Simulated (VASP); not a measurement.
# SrO (Fm-3m) in VASP: notebook

The runs below take SrO through single point, relaxation of cell and atoms, with PBE.

Everything below comes from runs of VASP 6.6.1. Logs are shortened: lines on timing, memory, paths and dates and some standing lists are left out, and cuts for length are marked.

## (1) The cell of the first run

Symmetry: Fm-3m, No. 225, cubic system. Conventional cell: a = 5.195 Å, b = 5.195 Å, c = 5.195 Å, α = 90.00°, β = 90.00°, γ = 90.00°. Within 3.4 Å of Sr (site symmetry m-3m) lie 6 O at 2.60 Å. Within 3.4 Å of O (site symmetry m-3m) lie 6 Sr at 2.60 Å.

## (2) Single point, PBE

Contents of INCAR:

```
SYSTEM = SrO
ALGO     = Normal         ! electronic algorithm
EDIFF    = 1E-7           ! SCF threshold, eV
ENCUT    = 520            ! plane-wave cutoff, eV
GGA      = PE             ! functional
ISIF     = 2              ! what is computed and relaxed
ISMEAR   = 0              ! smearing method
LASPH    = .TRUE.         ! aspherical terms in the spheres
LCHARG   = .FALSE.        ! write CHGCAR
LREAL    = .FALSE.        ! projectors in reciprocal space
LWAVE    = .FALSE.        ! write WAVECAR
NBANDS   = 15             ! bands
NELM     = 60             ! most SCF steps
PREC     = Accurate       ! precision mode
SIGMA    = 0.02           ! smearing width, eV
```

Contents of KPOINTS:

```
k-points
0
G
  8 8 8
  0 0 0
```

Contents of POSCAR:

```
SrO
1.0
    0.0000000000      2.5973730518      2.5973730518
    2.5973730518      0.0000000000      2.5973730518
    2.5973730518      2.5973730518      0.0000000000
Sr O
1 1
Direct
    0.5000000000      0.5000000000      0.5000000000
    0.0000000000      0.0000000000      0.0000000000
```

Potentials or basis: VASP PAW PBE potentials, release 64 (Sr_sv, O).

Launch:

```
$ cat potpaw_PBE.64/Sr_sv/POTCAR potpaw_PBE.64/O/POTCAR > POTCAR
$ mpirun -np 1 vasp_std > vasp.out
```

OUTCAR:

```text
SYSTEM = SrO
   EDIFF = 1E-7
   ENCUT = 520
   GGA = PE
   ISIF = 2
   ISMEAR = 0
   LASPH = .TRUE.
   LREAL = .FALSE.
   NELM = 60
   PREC = Accurate

 ion  position               nearest neighbor table
   1  0.500  0.500  0.500-   2 2.60   2 2.60   2 2.60   2 2.60   2 2.60   2 2.60
   2  0.000  0.000  0.000-   1 2.60   1 2.60   1 2.60   1 2.60   1 2.60   1 2.60

  LATTYP: Found a face centered cubic cell.
 ALAT       =     5.1947461036

  Lattice vectors:

 A1 = (   0.0000000000,   2.5973730518,   2.5973730518)
 A2 = (   2.5973730518,   0.0000000000,   2.5973730518)
 A3 = (   2.5973730518,   2.5973730518,   0.0000000000)

Analysis of symmetry for initial positions (statically):
=====================================================================
 Subroutine PRICEL returns:
 Original cell was already a primitive cell.

 Routine SETGRP: Setting up the symmetry group for a
 face centered cubic supercell.

 Subroutine GETGRP returns: Found 48 space group operations
 (whereof 48 operations were pure point group operations)
 out of a pool of 48 trial point group operations.

The static configuration has the point symmetry O_h .

Analysis of symmetry for dynamics (positions and initial velocities):
=====================================================================
 Subroutine PRICEL returns:
 Original cell was already a primitive cell.

 Routine SETGRP: Setting up the symmetry group for a
 face centered cubic supercell.

 Subroutine GETGRP returns: Found 48 space group operations
 (whereof 48 operations were pure point group operations)
 out of a pool of 48 trial point group operations.

The dynamic configuration has the point symmetry O_h .

 Subroutine INISYM returns: Found 48 space group operations
 (whereof 48 operations are pure point group operations),
 and found     1 'primitive' translations

----------------------------------------------------------------------------------------

                                     Primitive cell

  volume of cell :      35.0456

  direct lattice vectors                    reciprocal lattice vectors
     0.000000000  2.597373052  2.597373052    -0.192502190  0.192502190  0.192502190
     2.597373052  0.000000000  2.597373052     0.192502190 -0.192502190  0.192502190
     2.597373052  2.597373052  0.000000000     0.192502190  0.192502190 -0.192502190

  length of vectors
     3.673240196  3.673240196  3.673240196     0.333423573  0.333423573  0.333423573

  position of ions in fractional coordinates (direct lattice)
[... 83 lines left out ...]
   IBRION =     -1    ionic relax: 0-MD 1-quasi-New 2-CG
   NFREE  =      0    steps in history (QN), initial steepest desc. (CG)
   ISIF   =      2    stress and relaxation
   ISYM   =      2    0-nonsym 1-usesym 2-fastsym
   POTIM  = 0.5000    time-step for ionic-motion
   TEBEG  =    0.0;   TEEND  =   0.0 temperature during run
   PSTRESS=    0.0 pullay stress
   NELECT =      16.0000    total number of electrons
   NUPDOWN=      -1.0000    fix difference up-down
   EMIN   =  10.00;   EMAX   =-10.00  energy-range for DOS
   EFERMI =   0.00;   METHOD = LEGACY
   ISMEAR =     0;   SIGMA  =   0.02  broadening in eV -4-tet -1-fermi 0-gaus
   EFERMI_NEDOS =   21; number of points for ismear=-14 and -15
   IALGO  =     38    algorithm
   IMIX   =      4    mixing-type and parameters
     AMIX     =   0.40;   BMIX     =  1.00
     AMIX_MAG =   1.60;   BMIX_MAG =  1.00
  volume/ion in A,a.u.               =      17.52       118.25
  Fermi-wavevector in a.u.,A,eV,Ry     =   1.260580  2.382151 21.620509  1.589063
  Thomas-Fermi vector in A             =   2.394083
   LORBIT       =      0    0 simple, 1 ext, 2 COOP (PROOUT), +10 PAW based schemes
   GGA     = PE    functional components
   LHFCALC =     F    Hartree Fock is set to
   AEXX    =    0.0000 exact exchange contribution
   IVDW    =     0    specifies the selected vdW correction
   LEPSILON=     F    determine dielectric tensor
   LRPA    =     F    only Hartree local field effects (RPA)
 non-spin polarized calculation
 Gauss-broadening in eV      SIGMA  =   0.02
  energy-cutoff  :      520.00
  volume of cell :       35.05
 maximum number of plane-waves:       960
   NGX = 13   NGY = 13   NGZ = 13

 number of electron      16.0000000 magnetization

 Free energy of the ion-electron system (eV)
  ---------------------------------------------------
  ext. energy  EPLUGINS =         0.00000000
  ---------------------------------------------------
  free energy    TOTEN  =       -12.05464203 eV

  energy without entropy =      -12.05464203  energy(sigma->0) =      -12.05464203

 E-fermi :   1.7302     XC(G=0):  -9.8826

 val. band max:        1.5214763459   @ k =   0.0000   0.0000   0.0000
 cond. band min:       4.8016364283   @ k =   0.5000   0.5000   0.0000
 fundamental gap:      3.2801600825
 Fermi energy:         1.7302387506

 k-point     1 :       0.0000    0.0000    0.0000
  band No.  band energies     occupation
      1     -30.9770      2.00000
      2     -13.5302      2.00000
      3     -12.6450      2.00000
      4     -12.6450      2.00000
      5     -12.6450      2.00000
      6       1.5215      2.00000
      7       1.5215      2.00000
      8       1.5215      2.00000
      9       5.2893      0.00000
     10       7.6633      0.00000
     11       7.6633      0.00000
     12       7.6633      0.00000
     13       9.7623      0.00000
     14       9.7623      0.00000
[... 401 lines left out ...]
      2     -14.7018      2.00000
      3     -12.9958      2.00000
      4     -12.8512      2.00000
      5     -11.8002      2.00000
      6      -0.0171      2.00000
      7       0.6859      2.00000
      8       0.7495      2.00000
      9       7.7766      0.00000
     10       8.1311      0.00000
     11      10.5729      0.00000
     12      10.8207      0.00000
     13      12.8298      0.00000
     14      14.1280      0.00000
     15      14.4967      0.00000

 [... further k-points ...]
[... 5 lines left out ...]
  --------------------------------------------------------------------------------------
  -------------------------------------------------------------------------------------
  Total        0.1132634      0.1132634      0.1132634      0.0000000      0.0000000     -0.0000000
  in kB        5.1780612      5.1780612      5.1780612      0.0000000      0.0000000     -0.0000000
  external PRESSURE =       5.1780612 kB  Pullay stress =       0.0000000 kB

 VOLUME and BASIS-vectors are now :
 -----------------------------------------------------------------------------
  energy-cutoff  :      520.00
  volume of cell :       35.05
      direct lattice vectors                 reciprocal lattice vectors
     0.000000000  2.597373052  2.597373052    -0.192502190  0.192502190  0.192502190
     2.597373052  0.000000000  2.597373052     0.192502190 -0.192502190  0.192502190
     2.597373052  2.597373052  0.000000000     0.192502190  0.192502190 -0.192502190

 POSITION                                       TOTAL-FORCE (eV/Angst)
 -----------------------------------------------------------------------------------
      2.59737      2.59737      2.59737        -0.000000      0.000000      0.000000
      0.00000      0.00000      0.00000         0.000000     -0.000000     -0.000000
 -----------------------------------------------------------------------------------
    total drift:                                0.000000      0.000000      0.000000

  FREE ENERGIE OF THE ION-ELECTRON SYSTEM (eV)
  ---------------------------------------------------
  free  energy   TOTEN  =       -12.0546420300 eV

  energy  without entropy=      -12.0546420300  energy(sigma->0) =      -12.05464203
```

OSZICAR:

```text
N       E                     dE             d eps       ncg     rms          rms(c)
DAV:   1     0.619402638489E+02    0.61940E+02   -0.79058E+03   870   0.101E+03
DAV:   2    -0.108275934652E+02   -0.72768E+02   -0.66837E+02  1228   0.211E+02
DAV:   3    -0.141991203706E+02   -0.33715E+01   -0.33532E+01  1289   0.386E+01
DAV:   4    -0.142533485313E+02   -0.54228E-01   -0.54224E-01  1040   0.357E+00
DAV:   5    -0.142536732446E+02   -0.32471E-03   -0.32471E-03  1150   0.256E-01    0.156E+01
DAV:   6    -0.122139524782E+02    0.20397E+01   -0.67934E+00   884   0.192E+01    0.183E+01
DAV:   7    -0.120636793312E+02    0.15027E+00   -0.31843E-01  1010   0.495E+00    0.106E+01
DAV:   8    -0.120528244416E+02    0.10855E-01   -0.12157E-01  1080   0.350E+00    0.382E-01
DAV:   9    -0.120540101900E+02   -0.11857E-02   -0.61641E-03  1092   0.499E-01    0.235E-01
DAV:  10    -0.120544634294E+02   -0.45324E-03   -0.43447E-04   954   0.197E-01    0.896E-02
DAV:  11    -0.120546231370E+02   -0.15971E-03   -0.16497E-04   919   0.946E-02    0.277E-02
DAV:  12    -0.120546425347E+02   -0.19398E-04   -0.28679E-05   919   0.389E-02    0.229E-02
DAV:  13    -0.120546423421E+02    0.19266E-06   -0.16858E-06  1003   0.115E-02    0.343E-03
DAV:  14    -0.120546420449E+02    0.29716E-06   -0.16417E-07  1107   0.307E-03    0.215E-03
DAV:  15    -0.120546420300E+02    0.14940E-07   -0.91571E-09   526   0.972E-04
   1 F= -.12054642E+02 E0= -.12054642E+02  d E =-.317461E-51
```

stdout:

```text
POSCAR found type information on POSCAR SrO
 POSCAR found :  2 types and       2 ions
 scaLAPACK will be used
 LDA part: xc-table for (Slater+PW92), standard interpolation
 POSCAR, INCAR and KPOINTS ok, starting setup
 FFT: planning ... GRIDC
 FFT: planning ... GRID_SOFT
 FFT: planning ... GRID
 WAVECAR not read
 entering main loop
```

It took 7.9 s on 1 thread of AMD EPYC 9R45 (Zen 5), shared host; peak memory 0.13 GiB.

What came out:

* Free energy: -12.0546 eV
* Pressure: 0.5 GPa
* Band gap on the k mesh: 3.28 eV, indirect (least direct gap 3.39 eV)

Levels at points of the mesh, in eV from the valence-band top:
```csv
k point,band 4,band 5,band 6,band 7,band 8,band 9,band 10,band 11,band 12,band 13
"(0.00, 0.00, 0.00)",-14.17,-14.17,0.00,0.00,0.00,3.77,6.14,6.14,6.14,8.24
"(0.50, 0.00, 0.00)",-14.24,-12.99,-2.11,-1.08,-1.08,6.42,8.21,8.67,8.67,11.62
"(0.50, 0.50, 0.00)",-14.50,-14.50,-0.48,-0.11,-0.11,3.28,7.57,9.97,10.11,10.84
```

A k mesh can miss the band edges.

## (3) Relaxation of cell and atoms, PBE

This run uses another cell than the first one, of 16.90 Å³/atom, 0.965 times its volume.

Contents of INCAR:

```
SYSTEM = SrO
PREC = Accurate ; ENCUT = 600
EDIFF = 1E-7 ; ISMEAR = 0
SIGMA = 0.02 ; LREAL = .FALSE.
LASPH = .TRUE. ; NELM = 60
ALGO = Normal ; ISIF = 3
LWAVE = .FALSE. ; LCHARG = .FALSE.
GGA = PE ; IBRION = 2
NSW = 100 ; EDIFFG = -0.005
```

Contents of KPOINTS:

```
Automatic mesh
0
G
  8 8 8
  0 0 0
```

Contents of POSCAR:

```
SrO
1.0
    0.0000000000      2.5663000000      2.5663000000
    2.5663000000      0.0000000000      2.5663000000
    2.5663000000      2.5663000000      0.0000000000
Sr O
1 1
Direct
    0.5000000000      0.5000000000      0.5000000000
    0.0000000000      0.0000000000      0.0000000000
```

Potentials or basis: VASP PAW PBE potentials, release 64 (Sr_sv, O).

Launch:

```
$ cat potpaw_PBE.64/Sr_sv/POTCAR potpaw_PBE.64/O/POTCAR > POTCAR
$ mpirun -np 1 vasp_std > vasp.out
```

It took 21 s on 1 thread of AMD EPYC 9R45 (Zen 5), shared host; peak memory 0.15 GiB.

Results (log left out):

```
Free energy                            : -12.0552 eV
Relaxed volume                         : 17.62 Å³/atom
Relaxed cell                           : a = 3.680 Å, b = 3.680 Å, c = 3.680 Å, α = 60.00°, β = 60.00°, γ = 60.00°
Space group after relaxing (to 0.05 Å) : Fm-3m (No. 225)
Energy gained by relaxing              : 8.2 meV/atom
Ionic steps                            : 3
Pressure after relaxing                : 0.0 GPa
Band gap on the k mesh                 : 3.28 eV, indirect (least direct gap 3.39 eV)
```

The path:
```csv
step,energy change (eV),largest force (eV/Å),pressure (GPa),volume (Å³)
1,0.0000,0.0000,3.83,33.80
2,-0.0140,0.0000,-1.33,35.82
3,-0.0165,0.0000,0.01,35.23
```

Final structure:
```cif
data_structure
_symmetry_space_group_name_H-M 'P 1'
_symmetry_Int_Tables_number 1
_cell_length_a 3.6797
_cell_length_b 3.6797
_cell_length_c 3.6797
_cell_angle_alpha 60.000
_cell_angle_beta 60.000
_cell_angle_gamma 60.000
_cell_volume 35.23
loop_
_atom_site_label
_atom_site_type_symbol
_atom_site_fract_x
_atom_site_fract_y
_atom_site_fract_z
_atom_site_occupancy
Sr1 Sr 0.50000 0.50000 0.50000 1
O1 O 0.00000 0.00000 0.00000 1
```

Levels at points of the mesh, in eV from the valence-band top:
```
           k point  band 6  band 7  band 8  band 9  band 10  band 11
(0.00, 0.00, 0.00)    0.00    0.00    0.00    3.73     6.13     6.13
(0.50, 0.00, 0.00)   -2.10   -1.07   -1.07    6.40     8.17     8.64
(0.50, 0.50, 0.00)   -0.49   -0.11   -0.11    3.28     7.53     9.94
```

A k mesh can miss the band edges. Zero-point motion and thermal expansion aren't in these numbers.

[end of part 1 of 2]
